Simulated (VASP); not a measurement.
# MgS in VASP: notebook

The runs below take MgS through single point, with PBE, r2SCAN, HSE06.

Program: VASP 6.6.1. These are calculated values, not measurements. Logs are shortened: lines on timing, memory, paths and dates and some standing lists are left out, and cuts for length are marked.

## (1) The cell of the first run

Symmetry: I4/mmm, No. 139, tetragonal system. The conventional cell has a = 3.588 Å, b = 3.588 Å, c = 5.203 Å, α = 90.00°, β = 90.00°, γ = 90.00°. Mg (site symmetry 4/mmm) has 6 S at 2.54 to 2.60 Å within 3.3 Å. Within 3.3 Å of S (site symmetry 4/mmm) lie 6 Mg at 2.54 to 2.60 Å.

## (2) Single point, PBE (biaxial xy strain -2.5%)

Contents of INCAR:

```
SYSTEM = MgS
ALGO = Normal
EDIFF = 1E-7
ENCUT = 520
GGA = PE
ISIF = 2
ISMEAR = -1
LASPH = .True.
LCHARG = .False.
LREAL = .False.
LWAVE = .False.
NBANDS = 11
NELM = 60
PREC = Accurate
SIGMA = 0.02
```

Contents of KPOINTS:

```
k-points
0
Gamma
  8 8 8
  0 0 0
```

Contents of POSCAR:

```
MgS
1.0
    0.0000000000      2.5372604440      2.6015179370
    2.5372604440      0.0000000000      2.6015179370
    2.5372604440      2.5372604440      0.0000000000
Mg S
1 1
Direct
    0.0000000000      0.0000000000      0.0000000000
    0.5000000000      0.5000000000      0.5000000000
```

Potentials or basis: VASP PAW PBE potentials, release 64 (Mg, S).

The run is started by

```
$ cat potpaw_PBE.64/Mg/POTCAR potpaw_PBE.64/S/POTCAR > POTCAR
$ mpirun -np 1 vasp_std > vasp.out
```

OUTCAR:

```text
SYSTEM = MgS
   EDIFF = 1E-7
   ENCUT = 520
   GGA = PE
   ISIF = 2
   ISMEAR = -1
   LASPH = .True.
   LREAL = .False.
   NELM = 60
   PREC = Accurate

 ion  position               nearest neighbor table
   1  0.000  0.000  0.000-   2 2.54   2 2.54   2 2.54   2 2.54   2 2.60   2 2.60
   2  0.500  0.500  0.500-   1 2.54   1 2.54   1 2.54   1 2.54   1 2.60   1 2.60

  LATTYP: Found a body centered tetragonal cell.
 ALAT       =     3.5882281312
 C/A-ratio  =     1.4500292857

  Lattice vectors:

 A1 = (  -2.5372604440,   0.0000000000,   2.6015179370)
 A2 = (   2.5372604440,   0.0000000000,   2.6015179370)
 A3 = (   0.0000000000,   2.5372604440,  -2.6015179370)

Analysis of symmetry for initial positions (statically):
=====================================================================
 Subroutine PRICEL returns:
 Original cell was already a primitive cell.

 Routine SETGRP: Setting up the symmetry group for a
 body centered tetragonal supercell.

 Subroutine GETGRP returns: Found 16 space group operations
 (whereof 16 operations were pure point group operations)
 out of a pool of 16 trial point group operations.

The static configuration has the point symmetry D_4h.

Analysis of symmetry for dynamics (positions and initial velocities):
=====================================================================
 Subroutine PRICEL returns:
 Original cell was already a primitive cell.

 Routine SETGRP: Setting up the symmetry group for a
 body centered tetragonal supercell.

 Subroutine GETGRP returns: Found 16 space group operations
 (whereof 16 operations were pure point group operations)
 out of a pool of 16 trial point group operations.

The dynamic configuration has the point symmetry D_4h.

 Subroutine INISYM returns: Found 16 space group operations
 (whereof 16 operations are pure point group operations),
 and found     1 'primitive' translations

----------------------------------------------------------------------------------------

                                     Primitive cell

  volume of cell :      33.4955

  direct lattice vectors                    reciprocal lattice vectors
     0.000000000  2.537260444  2.601517937    -0.197062939  0.197062939  0.192195484
     2.537260444  0.000000000  2.601517937     0.197062939 -0.197062939  0.192195484
     2.537260444  2.537260444  0.000000000     0.197062939  0.197062939 -0.192195484

  length of vectors
     3.633949110  3.633949110  3.588228131     0.338536125  0.338536125  0.338536125

  position of ions in fractional coordinates (direct lattice)
     0.000000000  0.000000000  0.000000000
     0.500000000  0.500000000  0.500000000

  ion indices of the primitive-cell ions
   primitive index   ion index
                 1           1
                 2           2

----------------------------------------------------------------------------------------

 KPOINTS: k-points

Automatic generation of k-mesh.
 Grid dimensions read from file:
 generate k-points for:    8    8    8

 Generating k-lattice:

  Cartesian coordinates                     Fractional coordinates (reciprocal lattice)
    -0.024632867  0.024632867  0.024024436     0.125000000 -0.000000000  0.000000000
     0.024632867 -0.024632867  0.024024436    -0.000000000  0.125000000  0.000000000
     0.024632867  0.024632867 -0.024024436     0.000000000  0.000000000  0.125000000

  Length of vectors
     0.042317016  0.042317016  0.042317016

  Shift w.r.t. Gamma in fractional coordinates (k-lattice)
     0.000000000  0.000000000  0.000000000

 Subroutine IBZKPT returns following result:
 ===========================================

 Found     59 irreducible k-points:

 Following reciprocal coordinates:
            Coordinates               Weight
  0.000000  0.000000  0.000000      1.000000
  0.125000  0.000000  0.000000      8.000000
  0.250000  0.000000  0.000000      8.000000
  0.375000  0.000000  0.000000      8.000000
  0.500000  0.000000  0.000000      4.000000
  0.125000  0.125000  0.000000      2.000000
[... 16 lines left out ...]
[... 45 lines left out ...]
      1      -8.7794      2.00000
      2       4.1495      2.00000
      3       4.1495      2.00000
      4       4.2515      2.00000
      5       8.3030      0.00000
      6      11.9272      0.00000
      7      12.1959      0.00000
      8      12.1959      0.00000
      9      14.4062      0.00000
     10      14.7645      0.00000
     11      16.8437      0.00000

 k-point     2 :       0.1250    0.0000    0.0000
  band No.  band energies     occupation
      1      -8.6159      2.00000
      2       3.0999      2.00000
      3       4.0509      2.00000
      4       4.0941      2.00000
      5       9.0767      0.00000
      6      11.8267      0.00000
      7      12.2785      0.00000
      8      12.4797      0.00000
      9      13.8554      0.00000
     10      14.1243      0.00000
     11      17.2345      0.00000

 k-point     3 :       0.2500    0.0000    0.0000
  band No.  band energies     occupation
      1      -8.1709      2.00000
      2       1.2495      2.00000
      3       3.8203      2.00000
      4       3.8360      2.00000
      5       9.3223      0.00000
      6      11.9047      0.00000
      7      12.2126      0.00000
      8      12.7840      0.00000
      9      14.5518      0.00000
     10      14.5849      0.00000
     11      16.4369      0.00000

 k-point     4 :       0.3750    0.0000    0.0000
  band No.  band energies     occupation
      1      -7.6199      2.00000
      2      -0.2917      2.00000
      3       3.5830      2.00000
      4       3.6471      2.00000
      5       8.9522      0.00000
      6      11.2657      0.00000
      7      11.5444      0.00000
      8      14.4921      0.00000
      9      16.0184      0.00000
     10      16.5478      0.00000
     11      16.6510      0.00000
[... 239 lines left out ...]
 k-point    22 :       0.1250    0.0000    0.1250
  band No.  band energies     occupation
      1      -8.5578      2.00000
      2       3.1257      2.00000
      3       3.7681      2.00000
      4       3.9027      2.00000
      5       9.4410      0.00000
      6      11.1610      0.00000
      7      12.7211      0.00000
      8      12.8608      0.00000
      9      12.9468      0.00000
     10      14.7732      0.00000
     11      17.9371      0.00000

 k-point    23 :       0.2500    0.0000    0.1250
  band No.  band energies     occupation
      1      -8.2039      2.00000
      2       1.7468      2.00000
      3       3.4952      2.00000
      4       3.6066      2.00000
      5       9.9249      0.00000
      6      11.0558      0.00000
      7      11.8192      0.00000
      8      12.9882      0.00000
      9      14.1232      0.00000
     10      15.3090      0.00000
     11      17.8612      0.00000

 k-point    24 :       0.3750    0.0000    0.1250
  band No.  band energies     occupation
      1      -7.6796      2.00000
      2       0.2212      2.00000
      3       3.2136      2.00000
      4       3.3088      2.00000
      5       9.5439      0.00000
      6      10.9987      0.00000
      7      12.2694      0.00000
      8      12.6752      0.00000
      9      15.9246      0.00000
     10      17.2073      0.00000
     11      17.4786      0.00000

 [... further k-points ...]
[... 5 lines left out ...]
  --------------------------------------------------------------------------------------
  -------------------------------------------------------------------------------------
  Total        1.3452065      1.3452065      0.6493306      0.0000000      0.0000000      0.0000000
  in kB       64.3446773     64.3446773     31.0591482      0.0000000      0.0000000      0.0000000
  external PRESSURE =      53.2495009 kB  Pullay stress =       0.0000000 kB

 VOLUME and BASIS-vectors are now :
 -----------------------------------------------------------------------------
  energy-cutoff  :      520.00
  volume of cell :       33.50
      direct lattice vectors                 reciprocal lattice vectors
     0.000000000  2.537260444  2.601517937    -0.197062939  0.197062939  0.192195484
     2.537260444  0.000000000  2.601517937     0.197062939 -0.197062939  0.192195484
     2.537260444  2.537260444  0.000000000     0.197062939  0.197062939 -0.192195484

 POSITION                                       TOTAL-FORCE (eV/Angst)
 -----------------------------------------------------------------------------------
      0.00000      0.00000      0.00000         0.000000     -0.000000      0.000000
      2.53726      2.53726      2.60152        -0.000000      0.000000      0.000000
 -----------------------------------------------------------------------------------
    total drift:                                0.000000      0.000000      0.000000

  FREE ENERGIE OF THE ION-ELECTRON SYSTEM (eV)
  ---------------------------------------------------
  free  energy   TOTEN  =        -8.4639290856 eV

  energy  without entropy=       -8.4639290856  energy(sigma->0) =       -8.46392909
```

Run time: 18 s. Hardware: 1 thread of Intel Xeon Platinum 8259CL at 2.50GHz (Skylake/Cascade Lake), shared host; peak memory 0.17 GiB.

Results:

```yaml
Free_energy: -8.4639 eV
Pressure: 5.3 GPa
Band_gap_on_the_k_mesh: 2.77 eV (least direct gap 4.05 eV)
```

Caveat: the cell differs from its parent crystal (biaxial xy strain -2.5%); the cell stands under pressure. A k mesh can miss the band edges.

## (3) Single point, PBE (uniaxial z strain +0.3%)

Contents of INCAR:

```
PREC     = Accurate       # precision mode
ENCUT    = 520            # plane-wave cutoff, eV
EDIFF    = 1E-6           # SCF threshold, eV
ISMEAR   = -1             # smearing method
SIGMA    = 0.02           # smearing width, eV
LREAL    = False          # projectors in reciprocal space
LASPH    = True           # aspherical terms in the spheres
NELM     = 80             # most SCF steps
ALGO     = Normal         # electronic algorithm
ISIF     = 2              # what is computed and relaxed
LWAVE    = False          # write WAVECAR
LCHARG   = False          # write CHGCAR
GGA      = PE             # functional
NBANDS   = 11             # bands
```

Contents of KPOINTS:

```
regular mesh
0
Gamma
  8 8 8
```

Contents of POSCAR:

```
MgS
1.0
    0.0000000000      2.6015179370      2.6098427944
    2.6015179370      0.0000000000      2.6098427944
    2.6015179370      2.6015179370      0.0000000000
Mg S
1 1
Direct
    0.0000000000      0.0000000000      0.0000000000
    0.5000000000      0.5000000000      0.5000000000
```

Potentials or basis: VASP PAW PBE potentials, release 64 (Mg, S).

The run is started by

```
$ cat potpaw_PBE.64/Mg/POTCAR potpaw_PBE.64/S/POTCAR > POTCAR
$ mpirun -np 1 vasp_std > vasp.out
```

Wall time 18 s (1 thread of Intel Xeon Platinum 8259CL at 2.50GHz (Skylake/Cascade Lake), shared host); peak memory 0.16 GiB.

It converged, with:

```yaml
Free_energy: -8.5023 eV
Pressure: 0.6 GPa
Band_gap_on_the_k_mesh: 2.75 eV (least direct gap 3.68 eV)
```

Stress tensor (GPa, compression positive):
```
0.74 0.00 0.00
0.00 0.74 0.00
0.00 0.00 0.41
```

Levels at points of the mesh, in eV from the valence-band top:
```csv
k point,band 2,band 3,band 4,band 5,band 6,band 7
"(0.00, 0.00, 0.00)",-0.01,-0.01,0.00,3.68,7.93,7.96
"(0.50, 0.00, 0.00)",-4.82,-0.60,-0.59,4.53,6.88,6.91
"(0.50, 0.50, 0.00)",-4.19,-1.68,-1.68,2.77,4.40,11.94
"(0.50, 0.00, 0.50)",-4.18,-1.70,-1.68,2.75,4.39,11.98
```

Caveat: the cell differs from its parent crystal (uniaxial z strain +0.3%).

## (4) Single point, r2SCAN (biaxial xy strain -2.5%)

Contents of POSCAR:

```
MgS
1.0
    0.0000000000      2.5372604440      2.6015179370
    2.5372604440      0.0000000000      2.6015179370
    2.5372604440      2.5372604440      0.0000000000
Mg S
1 1
Direct
    0.0000000000      0.0000000000      0.0000000000
    0.5000000000      0.5000000000      0.5000000000
```

Contents of INCAR.step1:

```
  PREC = Accurate
  ENCUT = 520
  ISMEAR = 0
  SIGMA = 0.01
  LREAL = False
  LASPH = True
  NELM = 100
  NBANDS = 11
  GGA = PE
  ALGO = Normal
  EDIFF = 1E-4
  LWAVE = True
  LCHARG = False
```

Contents of INCAR.step2:

```
  PREC = Accurate
  ENCUT = 520
  EDIFF = 1E-7
  ISMEAR = 0
  SIGMA = 0.01
  LREAL = False
  LASPH = True
  NELM = 100
  ALGO = Normal
  ISIF = 2
  LWAVE = False
  LCHARG = True
  METAGGA = R2SCAN
  LMIXTAU = True
  LELF = True
  LVHAR = True
  NBANDS = 11
  ISTART = 1
```

KPOINTS is that of step 3.

The run is started by

```
$ cat potpaw_PBE.64/Mg/POTCAR potpaw_PBE.64/S/POTCAR > POTCAR
$ cp INCAR.step1 INCAR
$ mpirun -np 1 vasp_std > vasp.out
$ cp INCAR.step2 INCAR
$ mpirun -np 1 vasp_std > vasp.out
```

Wall time 1.7 min (1 thread of Intel Xeon Platinum 8259CL at 2.50GHz (Skylake/Cascade Lake), shared host); peak memory 0.18 GiB.

It converged, with:

```yaml
Free_energy: -15.4867 eV
Pressure: 4.0 GPa
Band_gap_on_the_k_mesh: 3.43 eV (least direct gap 4.98 eV)
```

Stress tensor (GPa, compression positive):
```
5.15 0.00 0.00
0.00 5.15 0.00
0.00 0.00 1.80
```

Levels at points of the mesh, in eV from the valence-band top:
```csv
k point,band 1,band 2,band 3,band 4,band 5,band 6,band 7,band 8,band 9
"(0.00, 0.00, 0.00)",-13.56,-0.10,-0.10,0.00,4.98,8.24,8.52,8.52,10.75
"(0.50, 0.00, 0.00)",-12.09,-5.23,-0.79,-0.71,5.21,7.37,7.64,11.74,13.49
"(0.50, 0.50, 0.00)",-11.74,-4.63,-1.83,-1.83,3.58,4.76,13.43,13.53,15.14
"(0.50, 0.00, 0.50)",-11.63,-4.60,-2.07,-1.84,3.43,4.67,13.58,13.69,14.59
```

Caveat: the cell differs from its parent crystal (biaxial xy strain -2.5%); the cell stands under pressure; the PAW data sets were made with another functional, which shifts forces and pressure a little. A k mesh can miss the band edges.

## (5) Single point, r2SCAN (uniaxial z strain +0.3%)

Contents of POSCAR:

```
MgS
1.0
    0.0000000000      2.6015179370      2.6098427944
    2.6015179370      0.0000000000      2.6098427944
    2.6015179370      2.6015179370      0.0000000000
Mg S
1 1
Direct
    0.0000000000      0.0000000000      0.0000000000
    0.5000000000      0.5000000000      0.5000000000
```

Contents of INCAR.step1:

```
SYSTEM = MgS
PREC = Accurate
ENCUT = 520
ISMEAR = 0
SIGMA = 0.01
LREAL = .FALSE.
LASPH = .TRUE.
NELM = 80
NBANDS = 11
GGA = PE
ALGO = Normal
EDIFF = 1E-4
LWAVE = .TRUE.
LCHARG = .FALSE.
```

Contents of INCAR.step2:

```
SYSTEM = MgS
PREC = Accurate
ENCUT = 520
EDIFF = 1E-6
ISMEAR = 0
SIGMA = 0.01
LREAL = .FALSE.
LASPH = .TRUE.
NELM = 80
ALGO = Normal
ISIF = 2
LWAVE = .FALSE.
LCHARG = .FALSE.
METAGGA = R2SCAN
LMIXTAU = .TRUE.
NBANDS = 11
ISTART = 1
```

Contents of KPOINTS:

```
regular mesh
0
G
  8 8 8
  0 0 0
```

The run is started by

```
$ cat potpaw_PBE.64/Mg/POTCAR potpaw_PBE.64/S/POTCAR > POTCAR
$ cp INCAR.step1 INCAR
$ mpirun -np 1 vasp_std > vasp.out
$ cp INCAR.step2 INCAR
$ mpirun -np 1 vasp_std > vasp.out
```

Run time: 97 s. Hardware: 1 thread of Intel Xeon Platinum 8259CL at 2.50GHz (Skylake/Cascade Lake), shared host; peak memory 0.18 GiB.

It converged, with:

```yaml
Free_energy: -15.5101 eV
Pressure: -0.7 GPa
Band_gap_on_the_k_mesh: 3.41 eV (least direct gap 4.58 eV)
```

Stress tensor (GPa, compression positive):
```
-0.61  0.00  0.00
 0.00 -0.61  0.00
 0.00  0.00 -0.93
```

Levels at points of the mesh, in eV from the valence-band top:
```tsv
k point	band 2	band 3	band 4	band 5	band 6	band 7
(0.00, 0.00, 0.00)	-0.01	-0.01	0.00	4.58	8.50	8.54
(0.50, 0.00, 0.00)	-4.87	-0.63	-0.62	5.20	7.47	7.51
(0.50, 0.50, 0.00)	-4.27	-1.72	-1.72	3.43	4.93	13.08
(0.50, 0.00, 0.50)	-4.26	-1.75	-1.72	3.41	4.92	13.11
```

Caveat: the cell differs from its parent crystal (uniaxial z strain +0.3%); the PAW data sets were made with another functional, which shifts forces and pressure a little. A k mesh can miss the band edges.

## (6) Single point, HSE06 (strain -1.3%)

Contents of POSCAR:

```
MgS
1.0
    0.0000000000      2.5669177485      2.5669177485
    2.5669177485      0.0000000000      2.5669177485
    2.5669177485      2.5669177485      0.0000000000
Mg S
1 1
Direct
    0.0000000000      0.0000000000      0.0000000000
    0.5000000000      0.5000000000      0.5000000000
```

Contents of INCAR.step1:

```
PREC = Accurate ; ENCUT = 520
EDIFF = 1E-5 ; ISMEAR = 0
SIGMA = 0.01 ; LREAL = False
LASPH = True ; NELM = 60
ALGO = Normal ; ISIF = 2
LWAVE = True ; LCHARG = False
NBANDS = 11 ; GGA = PE
```

Contents of INCAR.step2:

```
PREC = Accurate ; ENCUT = 520
EDIFF = 1E-6 ; ISMEAR = 0
SIGMA = 0.01 ; LREAL = False
LASPH = True ; NELM = 60
ALGO = Normal ; ISIF = 2
LWAVE = False ; LCHARG = False
GGA = PE ; LHFCALC = True
HFSCREEN = 0.2079 ; PRECFOCK = Normal
NBANDS = 11 ; ISTART = 1
```

Contents of KPOINTS:

```
Automatic mesh
0
Gamma
  6 6 6
```

Potentials or basis: VASP PAW PBE potentials, release 64 (Mg, S).

The run is started by

```
$ cat potpaw_PBE.64/Mg/POTCAR potpaw_PBE.64/S/POTCAR > POTCAR
$ cp INCAR.step1 INCAR
$ mpirun -np 1 vasp_std > vasp.out
$ cp INCAR.step2 INCAR
$ mpirun -np 1 vasp_std > vasp.out
```

Wall time 13 min (1 thread of Intel Xeon Platinum 8259CL at 2.50GHz (Skylake/Cascade Lake), shared host); peak memory 0.28 GiB.

The run converged. Its results:

- Free energy: -9.8786 eV
- Pressure: 2.7 GPa
- Band gap on the k mesh: 3.85 eV (least direct gap 5.15 eV)

Levels at points of the mesh, in eV from the valence-band top:
```csv
k point,band 2,band 3,band 4,band 5,band 6,band 7
"(0.00, 0.00, 0.00)",0.00,0.00,0.00,5.15,9.08,9.08
"(0.50, 0.00, 0.00)",-5.51,-0.70,-0.70,5.62,8.11,8.11
"(0.50, 0.50, 0.00)",-4.83,-1.94,-1.94,3.85,5.21,13.95
```

Caveat: the cell differs from its parent crystal (strain -1.3%); the PAW data sets were made with another functional, which shifts forces and pressure a little.

## (7) Overview

| level | cell | k mesh | smearing | grid for exact exchange (PRECFOCK) | share of exact exchange | screening parameter | gap on the mesh (eV) | pressure (GPa) |
| --- | --- | --- | --- | --- | --- | --- | --- | --- |
| PBE | a = 3.634, b = 3.634, c = 3.588 Å, angles 60.4, 60.4, 59.2°, 2 atoms | 8 × 8 × 8 | fermi-dirac 0.02 eV | - | - | - | 2.77 | 5.3 |
| PBE | a = 3.685, b = 3.685, c = 3.679 Å, angles 60.1, 60.1, 59.9°, 2 atoms | 8 × 8 × 8 | fermi-dirac 0.02 eV | - | - | - | 2.75 | 0.6 |
| r2SCAN | a = 3.634, b = 3.634, c = 3.588 Å, angles 60.4, 60.4, 59.2°, 2 atoms | 8 × 8 × 8 | gaussian 0.01 eV | - | - | - | 3.43 | 4.0 |
| r2SCAN | a = 3.685, b = 3.685, c = 3.679 Å, angles 60.1, 60.1, 59.9°, 2 atoms | 8 × 8 × 8 | gaussian 0.01 eV | - | - | - | 3.41 | -0.7 |
| HSE06 | a = 3.630 Å, angles 60.0°, 2 atoms | 6 × 6 × 6 | gaussian 0.01 eV | Normal | 0.25 | 0.2079 1/Å | 3.85 | 2.7 |

Alike in all rows: task single point; potentials or basis VASP PAW PBE potentials, release 64 (Mg, S); no spin polarisation; cutoff (eV) 520.

Caveats: the PAW data sets were made with another functional, which shifts forces and pressure a little (at least some runs); the cell stands under pressure (at least some runs).

Total energies depend on the potentials used, so only differences within one code and one set of settings carry meaning.
